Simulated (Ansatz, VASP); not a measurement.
**Two plane-wave programs on MgO**

The input INCAR:

```
  ALGO = Normal
  EDIFF = 1E-6
  ENCUT = 600
  GGA = PE
  GGA_COMPAT = False
  ISIF = 2
  ISMEAR = 1
  LASPH = True
  LCHARG = False
  LREAL = False
  LWAVE = False
  NBANDS = 11
  NELM = 120
  PREC = Accurate
  SIGMA = 0.3
```

The input KPOINTS:

```
k-points
0
Gamma
  9 9 9
```

Contents of POSCAR:

```
MgO
1.0
    0.0000000000      2.2056000000      2.2056000000
    2.2056000000      0.0000000000      2.2056000000
    2.2056000000      2.2056000000      0.0000000000
Mg O
1 1
Direct
    0.0000000000      0.0000000000      0.0000000000
    0.5000000000      0.5000000000      0.5000000000
```

Input for Ansatz:

```yaml
crystal:
  lattice:
    - [0.0, 2.2056, 2.2056]
    - [2.2056, 0.0, 2.2056]
    - [2.2056, 2.2056, 0.0]
  atoms:
    - { symbol: Mg, position: [0.0, 0.0, 0.0] }
    - { symbol: O, position: [0.5, 0.5, 0.5] }
hamiltonian:
  xc: pbe
  pseudopotentials: { kind: paw }
basis:
  ecutwfc: 420
kpoints:
  mp_grid: { grid: [9, 9, 9] }
scf:
  occupations: { method: cold, width: 0.3 }
  lower_state_search: "off"
  max_iter: 50
output:
  forces: true
  stress: true
```

Alike in both runs: task single point; functional PBE; k mesh 9 × 9 × 9; no spin polarisation.

|  | VASP | Ansatz |
| --- | --- | --- |
| version | VASP 6.6.1 | Ansatz 0.2.0 |
| potentials or method | VASP PAW PBE potentials, release 64 (Mg, O), cutoff 600 eV | PAW, plane waves, scalar-relativistic |
| occupations | methfessel-paxton of order 1, width 0.3 eV | cold, width 0.3 eV |
| valence electrons in the cell | 8 | 16 |

```csv
,VASP,Ansatz,Ansatz less VASP
pressure (GPa),-14.0,-13.0,+1.00
```

VASP's potentials hold 8 valence electrons a cell and Ansatz's 16, so a difference there can come from the potentials and not from the codes.
